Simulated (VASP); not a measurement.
# TaN (P-62m) in VASP: a series of runs

TaN is run at these levels: PBE; tasks: density of states, electric field gradients.

Program: VASP 6.6.1. These are calculated values, not measurements. Logs are shortened: lines on timing, memory, paths and dates and some standing lists are left out, and cuts for length are marked.

### 1 The cell of the first run

Symmetry: P-62m, No. 189, hexagonal system. Conventional cell: a = 5.196 Å, b = 5.196 Å, c = 2.911 Å, α = 90.00°, β = 90.00°, γ = 120.00°. Within 2.9 Å of Ta (site symmetry -6) lie 6 N at 2.16 Å. Ta (site symmetry -62m) has 3 N at 2.04 Å within 2.7 Å. N (site symmetry m2m) has 5 Ta at 2.04 to 2.16 Å within 2.7 Å.

### 2 Density of states, PBE

Input file POSCAR:

```
TaN
1.0
    5.1960008669      0.0000000000      0.0000000000
   -2.5980004334      4.4998687488      0.0000000000
    0.0000000000      0.0000000000      2.9110000000
Ta N
3 3
Direct
    0.3333333333      0.6666666667      0.5000000000
    0.6666666667      0.3333333333      0.5000000000
    0.0000000000      0.0000000000      0.0000000000
    0.3928500000      0.0000000000      0.0000000000
    0.6071500000      0.6071500000      0.0000000000
    0.0000000000      0.3928500000      0.0000000000
```

Input file INCAR.step1:

```
ALGO = Normal ; EDIFF = 1E-7
ENCUT = 520 ; GGA = PE
ISIF = 2 ; ISMEAR = -1
LASPH = T ; LCHARG = T
LMAXMIX = 4 ; LREAL = F
LWAVE = F ; NBANDS = 33
NELM = 60 ; PREC = Accurate
SIGMA = 0.01
```

Input file KPOINTS.step1:

```
k-points
0
Gamma
  6 6 9
```

Input file INCAR.step2:

```
ALGO = Normal ; EDIFF = 1E-7
ENCUT = 520 ; GGA = PE
ICHARG = 11 ; ISIF = 2
ISMEAR = -5 ; LASPH = T
LCHARG = F ; LMAXMIX = 4
LORBIT = 11 ; LREAL = F
LWAVE = F ; NEDOS = 2001
NELM = 60 ; PREC = Accurate
SIGMA = 0.01
```

Input file KPOINTS.step2:

```
k-points
0
Gamma
  9 9 14
```

Potentials or basis: VASP PAW PBE potentials, release 64 (Ta_pv, N).

Run with:

```sh
cat potpaw_PBE.64/Ta_pv/POTCAR potpaw_PBE.64/N/POTCAR > POTCAR
cp INCAR.step1 INCAR
cp KPOINTS.step1 KPOINTS
mpirun -np 1 vasp_std > vasp.out
cp INCAR.step2 INCAR
cp KPOINTS.step2 KPOINTS
mpirun -np 1 vasp_std > vasp.out
```

OUTCAR:

```text
EDIFF = 1E-7
   ENCUT = 520
   GGA = PE
   ICHARG = 11
   ISIF = 2
   ISMEAR = -5
   LASPH = T
   LORBIT = 11
   LREAL = F
   NELM = 60
   PREC = Accurate

 ion  position               nearest neighbor table
   1  0.333  0.667  0.500-   4 2.16   4 2.16   6 2.16   6 2.16   5 2.16   5 2.16   2 3.00   2 3.00
                             2 3.00   3 3.33   3 3.33   3 3.33   3 3.33   3 3.33   3 3.33
   2  0.667  0.333  0.500-   6 2.16   6 2.16   4 2.16   4 2.16   5 2.16   5 2.16   1 3.00   1 3.00
                             1 3.00   3 3.33   3 3.33   3 3.33   3 3.33   3 3.33   3 3.33
   3  0.000  0.000  0.000-   6 2.04   4 2.04   5 2.04   2 3.33   1 3.33   1 3.33   2 3.33   1 3.33
                             1 3.33   2 3.33   2 3.33   2 3.33   2 3.33   1 3.33   1 3.33
   4  0.393  0.000  0.000-   3 2.04   1 2.16   1 2.16   2 2.16   2 2.16
   5  0.607  0.607  0.000-   3 2.04   2 2.16   2 2.16   1 2.16   1 2.16
   6  0.000  0.393  0.000-   3 2.04   2 2.16   2 2.16   1 2.16   1 2.16

  LATTYP: Found a hexagonal cell.
 ALAT       =     5.1960008669
 C/A-ratio  =     0.5602385516

  Lattice vectors:

 A1 = (   5.1960008669,   0.0000000000,   0.0000000000)
 A2 = (  -2.5980004334,   4.4998687488,   0.0000000000)
 A3 = (   0.0000000000,   0.0000000000,   2.9110000000)

Analysis of symmetry for initial positions (statically):
=====================================================================
 Subroutine PRICEL returns:
 Original cell was already a primitive cell.

 Routine SETGRP: Setting up the symmetry group for a
 hexagonal supercell.

 Subroutine GETGRP returns: Found 12 space group operations
 (whereof 12 operations were pure point group operations)
 out of a pool of 24 trial point group operations.

The static configuration has the point symmetry D_3h.

Analysis of symmetry for dynamics (positions and initial velocities):
=====================================================================
 Subroutine PRICEL returns:
 Original cell was already a primitive cell.

 Routine SETGRP: Setting up the symmetry group for a
 hexagonal supercell.

 Subroutine GETGRP returns: Found 12 space group operations
 (whereof 12 operations were pure point group operations)
 out of a pool of 24 trial point group operations.

The dynamic configuration has the point symmetry D_3h.

 Subroutine INISYM returns: Found 12 space group operations
 (whereof 12 operations are pure point group operations),
 and found     1 'primitive' translations

----------------------------------------------------------------------------------------

                                     Primitive cell

  volume of cell :      68.0630

  direct lattice vectors                    reciprocal lattice vectors
     5.196000867  0.000000000  0.000000000     0.192455703  0.111114352  0.000000000
    -2.598000433  4.499868749  0.000000000     0.000000000  0.222228704  0.000000000
     0.000000000  0.000000000  2.911000000     0.000000000  0.000000000  0.343524562

  length of vectors
     5.196000867  5.196000867  2.911000000     0.222228704  0.222228704  0.343524562

  position of ions in fractional coordinates (direct lattice)
     0.333333333  0.666666667  0.500000000
     0.666666667  0.333333333  0.500000000
     0.000000000  0.000000000  0.000000000
     0.392850000  0.000000000  0.000000000
     0.607150000  0.607150000  0.000000000
     0.000000000  0.392850000  0.000000000

  ion indices of the primitive-cell ions
   primitive index   ion index
                 1           1
                 2           2
                 3           3
                 4           4
                 5           5
                 6           6

----------------------------------------------------------------------------------------

 KPOINTS: k-points

Automatic generation of k-mesh.
 Grid dimensions read from file:
 generate k-points for:    9    9   14

 Generating k-lattice:

  Cartesian coordinates                     Fractional coordinates (reciprocal lattice)
     0.021383967  0.012346039  0.000000000     0.111111111  0.000000000  0.000000000
     0.000000000  0.024692078  0.000000000     0.000000000  0.111111111  0.000000000
     0.000000000  0.000000000  0.024537469     0.000000000  0.000000000  0.071428571

  Length of vectors
     0.024692078  0.024692078  0.024537469

  Shift w.r.t. Gamma in fractional coordinates (k-lattice)
     0.000000000  0.000000000  0.000000000

 TETIRR: Found   1148 inequivalent tetrahedra from     6804

 Subroutine IBZKPT returns following result:
 ===========================================

 Found     96 irreducible k-points:

 Following reciprocal coordinates:
            Coordinates               Weight
  0.000000  0.000000  0.000000      1.000000
  0.111111 -0.000000  0.000000      6.000000
  0.222222 -0.000000  0.000000      6.000000
  0.333333 -0.000000  0.000000      6.000000
  0.444444 -0.000000  0.000000      6.000000
  0.111111  0.111111  0.000000      6.000000
[... 16 lines left out ...]
  0.333333  0.222222  0.071429     24.000000
  0.333333  0.333333  0.071429      4.000000
 [... further k-points ...]
   k-points           NKPTS =     96   k-points in BZ     NKDIM =     96   number of bands    NBANDS=     28
   number of dos      NEDOS =   2001   number of ions     NIONS =      6
   total plane-waves  NPLWV =  38400
   dimension x,y,z NGX =    40 NGY =   40 NGZ =   24
   dimension x,y,z NGXF=    80 NGYF=   80 NGZF=   48
   ions per type =               3   3
   NGX,Y,Z   is equivalent  to a cutoff of  12.80, 12.80, 13.71 a.u.
   NGXF,Y,Z  is equivalent  to a cutoff of  25.60, 25.60, 27.41 a.u.
 SYSTEM =  unknown system
   PREC   = accura    normal or accurate (medium, high low for compatibility)
   ISTART =      0    job   : 0-new  1-cont  2-samecut
   ICHARG =     11    charge: 1-file 2-atom 10-const
   ISPIN  =      1    spin polarized calculation?
   LNONCOLLINEAR =      F non collinear calculations
   LSORBIT =      F    spin-orbit coupling
   LASPH  =      T    aspherical Exc in radial PAW
   ENCUT  =  520.0 eV  38.22 Ry    6.18 a.u.   9.66  9.66  5.41*2*pi/ulx,y,z
   NELM   =     60;   NELMIN=  2; NELMDL=  0     # of ELM steps
   EDIFF  = 0.1E-06   stopping-criterion for ELM
   LREAL  =      F    real-space projection
   EDIFFG = 0.1E-05   stopping-criterion for IOM
   NSW    =      0    number of steps for IOM
   IBRION =     -1    ionic relax: 0-MD 1-quasi-New 2-CG
   NFREE  =      0    steps in history (QN), initial steepest desc. (CG)
   ISIF   =      2    stress and relaxation
   ISYM   =      2    0-nonsym 1-usesym 2-fastsym
   POTIM  = 0.5000    time-step for ionic-motion
   TEBEG  =    0.0;   TEEND  =   0.0 temperature during run
   PSTRESS=    0.0 pullay stress
   NELECT =      48.0000    total number of electrons
   NUPDOWN=      -1.0000    fix difference up-down
   EMIN   =  10.00;   EMAX   =-10.00  energy-range for DOS
   EFERMI =   0.00;   METHOD = LEGACY
   ISMEAR =    -5;   SIGMA  =   0.01  broadening in eV -4-tet -1-fermi 0-gaus
   EFERMI_NEDOS =   21; number of points for ismear=-14 and -15
   IALGO  =     38    algorithm
   IMIX   =      4    mixing-type and parameters
     AMIX     =   0.40;   BMIX     =  1.00
     AMIX_MAG =   1.60;   BMIX_MAG =  1.00
  volume/ion in A,a.u.               =      11.34        76.55
  Fermi-wavevector in a.u.,A,eV,Ry     =   1.457197  2.753702 28.890910  2.123422
  Thomas-Fermi vector in A             =   2.574026
   LORBIT       =     11    0 simple, 1 ext, 2 COOP (PROOUT), +10 PAW based schemes
   GGA     = PE    functional components
   LHFCALC =     F    Hartree Fock is set to
   AEXX    =    0.0000 exact exchange contribution
   IVDW    =     0    specifies the selected vdW correction
   LEPSILON=     F    determine dielectric tensor
   LRPA    =     F    only Hartree local field effects (RPA)
 non-spin polarized calculation
 Fermi weights with tetrahedron method with Bloechl corrections
  energy-cutoff  :      520.00
  volume of cell :       68.06
 maximum number of plane-waves:      1858
 NGX is ok and might be reduce to    40

 number of electron      48.0000002 magnetization

 Free energy of the ion-electron system (eV)
  ---------------------------------------------------
  ext. energy  EPLUGINS =         0.00000000
  ---------------------------------------------------
  free energy    TOTEN  =       -67.47909233 eV

  energy without entropy =      -67.47909233  energy(sigma->0) =      -67.47909233

 E-fermi :   8.3891     XC(G=0): -13.0053

 val. band max:        8.4635016855   @ k =   0.1111   0.1111   0.3571
 cond. band min:       8.3391489809   @ k =   0.2222  -0.0000   0.1429
 fundamental gap:     -0.1243527046
 Fermi energy:         8.3890865821

 k-point     1 :       0.0000    0.0000    0.0000
  band No.  band energies     occupation
      1     -27.9073      2.00000
      2     -27.9073      2.00000
      3     -27.5544      2.00000
      4     -27.5544      2.00000
      5     -27.3816      2.00000
      6     -27.2749      2.00000
[... 20 lines left out ...]
     27       8.9343      0.00000
     28      10.1870      0.00000

 k-point     2 :       0.1111   -0.0000    0.0000
  band No.  band energies     occupation
      1     -27.9180      2.00000
      2     -27.9048      2.00000
      3     -27.5446      2.00000
      4     -27.5406      2.00000
      5     -27.3786      2.00000
      6     -27.2776      2.00000
[... 20 lines left out ...]
     27       9.0871      0.00000
     28       9.6176      0.00000

 k-point     3 :       0.2222   -0.0000    0.0000
  band No.  band energies     occupation
      1     -27.9426      2.00000
      2     -27.8901      2.00000
      3     -27.5348      2.00000
      4     -27.5081      2.00000
      5     -27.3700      2.00000
      6     -27.2856      2.00000
[... 20 lines left out ...]
     27       9.4506      0.00000
     28       9.5138      0.00000

 k-point     4 :       0.3333   -0.0000    0.0000
  band No.  band energies     occupation
      1     -27.9671      2.00000
      2     -27.8543      2.00000
      3     -27.5588      2.00000
      4     -27.4740      2.00000
      5     -27.3578      2.00000
      6     -27.2970      2.00000
[... 20 lines left out ...]
     27      10.1225      0.00000
     28      10.1508      0.00000

 k-point     5 :       0.4444   -0.0000    0.0000
  band No.  band energies     occupation
      1     -27.9817      2.00000
      2     -27.8094      2.00000
      3     -27.6069      2.00000
      4     -27.4526      2.00000
      5     -27.3464      2.00000
      6     -27.3079      2.00000
[... 20 lines left out ...]
     27      10.4404      0.00000
     28      10.6894      0.00000

 k-point     6 :       0.1111    0.1111    0.0000
  band No.  band energies     occupation
      1     -27.9329      2.00000
      2     -27.8986      2.00000
      3     -27.5364      2.00000
      4     -27.5166      2.00000
      5     -27.3728      2.00000
      6     -27.2830      2.00000
[... 463 lines left out ...]
      5     -27.3896      2.00000
      6     -27.3540      2.00000
[... 20 lines left out ...]
     27      10.2881      0.00000
     28      10.5242      0.00000

 k-point    22 :       0.2222    0.2222    0.0714
  band No.  band energies     occupation
      1     -27.9483      2.00000
      2     -27.8395      2.00000
      3     -27.5949      2.00000
      4     -27.4502      2.00000
      5     -27.3982      2.00000
      6     -27.3455      2.00000
[... 20 lines left out ...]
     27      10.2737      0.00000
     28      10.3293      0.00000

 k-point    23 :       0.3333    0.2222    0.0714
  band No.  band energies     occupation
      1     -27.9504      2.00000
      2     -27.7924      2.00000
      3     -27.6625      2.00000
      4     -27.4340      2.00000
      5     -27.3853      2.00000
      6     -27.3582      2.00000
[... 20 lines left out ...]
     27      10.1858      0.00000
     28      10.4277      0.00000

 k-point    24 :       0.3333    0.3333    0.0714
  band No.  band energies     occupation
      1     -27.9442      2.00000
      2     -27.7365      2.00000
      3     -27.7365      2.00000
      4     -27.4280      2.00000
      5     -27.3717      2.00000
      6     -27.3717      2.00000
[... 20 lines left out ...]
     27      10.0015      0.00000
     28      10.2348      0.00000

 [... further k-points ...]

------------------------ aborting loop because EDIFF is reached ----------------------------------------

  FORCE on cell =-STRESS in cart. coord.  units (eV):
  Direction    XX          YY          ZZ          XY          YZ          ZX
  --------------------------------------------------------------------------------------
  -------------------------------------------------------------------------------------
  Total        2.5566444      2.5566444      2.1628592      0.0000000      0.0000000      0.0000000
  in kB       60.1824194     60.1824194     50.9128679      0.0000000      0.0000000      0.0000000
  external PRESSURE =      57.0925689 kB  Pullay stress =       0.0000000 kB

 VOLUME and BASIS-vectors are now :
 -----------------------------------------------------------------------------
  energy-cutoff  :      520.00
  volume of cell :       68.06
      direct lattice vectors                 reciprocal lattice vectors
     5.196000867  0.000000000  0.000000000     0.192455703  0.111114352  0.000000000
    -2.598000433  4.499868749  0.000000000     0.000000000  0.222228704  0.000000000
     0.000000000  0.000000000  2.911000000     0.000000000  0.000000000  0.343524562

 POSITION                                       TOTAL-FORCE (eV/Angst)
 -----------------------------------------------------------------------------------
     -0.00000      2.99991      1.45550         0.000000      0.000000     -0.000000
      2.59800      1.49996      1.45550         0.000000      0.000000     -0.000000
      0.00000      0.00000      0.00000         0.000000      0.000000     -0.000000
      2.04125      0.00000      0.00000         0.050398      0.000000      0.000000
      1.57738      2.73210      0.00000        -0.025199     -0.043646      0.000000
     -1.02062      1.76777      0.00000        -0.025199      0.043646     -0.000000
 -----------------------------------------------------------------------------------
    total drift:                               -0.000002     -0.000003      0.000000

  FREE ENERGIE OF THE ION-ELECTRON SYSTEM (eV)
  ---------------------------------------------------
  free  energy   TOTEN  =       -67.4790923304 eV

  energy  without entropy=      -67.4790923304  energy(sigma->0) =      -67.47909233

 total charge

# of ion       s       p       d       tot
------------------------------------------
    1        0.295   6.265   2.384   8.944
    2        0.295   6.265   2.384   8.944
    3        0.336   6.223   2.416   8.975
    4        1.240   2.566   0.000   3.806
    5        1.240   2.566   0.000   3.806
    6        1.240   2.566   0.000   3.806
--------------------------------------------------
tot          4.644  26.452   7.184  38.280
```

It took 6.7 min on 1 thread of AMD EPYC 7R13, shared host; peak memory 0.26 GiB.

What came out:

* Valence electrons inside the program's atomic spheres: Ta 8.94, 8.97; N 3.81

Caveat: spin-orbit coupling is left out, which moves the levels of the heavy elements; tetrahedron occupations give inexact forces and stress in metals.

(Part 1 of 2 ends here.)
